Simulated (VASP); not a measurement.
Input of a VASP 6.6.1 run:

File POSCAR:

```
PbS
1.0
    2.9092439003     -2.9092444636     -0.0000050425
    2.9092439003      2.9092444636     -0.0000050425
   -2.0466042828      0.0000000000     21.7468703202
Pb S
2 2
Direct
    0.7360758266      0.7158103804      0.9316040433
    0.2841896196      0.2639241734      0.0683959567
    0.2411026898      0.2207681360      0.9457972124
    0.7792318640      0.7588973102      0.0542027876
```

Contents of INCAR.step1:

```
SYSTEM = PbS
  PREC = Accurate
  ENCUT = 550
  ISMEAR = 0
  SIGMA = 0.01
  LREAL = .False.
  LASPH = .True.
  NELM = 120
  NBANDS = 28
  GGA = PE
  ALGO = Normal
  EDIFF = 1E-5
  LWAVE = .True.
  LCHARG = .False.
  GGA_COMPAT = .False.
```

INCAR.step2

```
SYSTEM = PbS
  PREC = Accurate
  ENCUT = 550
  EDIFF = 1E-6
  ISMEAR = 0
  SIGMA = 0.01
  LREAL = .False.
  LASPH = .True.
  NELM = 120
  ALGO = Normal
  ISIF = 2
  LWAVE = .False.
  LCHARG = .False.
  METAGGA = R2SCAN
  LMIXTAU = .True.
  NBANDS = 28
  ISTART = 1
  GGA_COMPAT = .False.
```

Contents of KPOINTS:

```
regular mesh
0
Gamma
  6 6 2
  0 0 0
```

Potentials or basis: VASP PAW PBE potentials, release 64 (Pb_d, S).

Command:

```console
$ cat potpaw_PBE.64/Pb_d/POTCAR potpaw_PBE.64/S/POTCAR > POTCAR
$ cp INCAR.step1 INCAR
$ mpirun -np 1 vasp_std > vasp.out
$ cp INCAR.step2 INCAR
$ mpirun -np 1 vasp_std > vasp.out
```

Question: Predict the band gap on the k mesh.

Answer: 1.96 eV (least direct gap 2.00 eV).

Question: What does it give for the largest force?

Answer: 0.043 eV/Å.

Forces in eV/Å, atoms in the order of the input:
```
Pb   0.000  0.000 -0.043
Pb   0.000  0.000  0.043
S    0.000  0.000 -0.032
S    0.000  0.000  0.032
```

Caveat: the cell differs from its parent crystal (strain -1.9%); there is no dipole correction, which matters where the two faces differ; the PAW data sets were made with another functional, which shifts forces and pressure a little; spin-orbit coupling is left out, which moves the levels of the heavy elements.
